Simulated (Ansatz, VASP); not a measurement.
## Na2S in VASP and in Ansatz

```
Na S
1.0
     0.00000    3.25544    3.25544
     3.25544    0.00000    3.25544
     3.25544    3.25544    0.00000
Na S
2 1
Cartesian
  1.6277 1.6277 1.6277
  4.8832 4.8832 4.8832
  0.0000 0.0000 0.0000
```

Alike in both runs: task single point; functional PBE0; k mesh 6 × 6 × 6; no spin polarisation.

```csv
,VASP,Ansatz
version,VASP 6.6.1,Ansatz 0.2.0
potentials or method,"VASP PAW PBE potentials, release 64 (Na_pv, S)","plane waves, PAW"
plane-wave cutoff (eV),400,420
occupations,"gaussian, width 0.01 eV",fixed
valence electrons in the cell,20,24
```

```tsv
	VASP	Ansatz	Ansatz less VASP
gap on the k mesh at the Fermi level (eV)	4.19	4.20	+0.001
pressure (GPa)	0.0	0.1	+0.18
```

VASP's potentials hold 20 valence electrons a cell and Ansatz's 24, so a difference there can come from the potentials and not from the codes. Ansatz's warnings: stress exchange threshold loose, stress scf threshold loose.
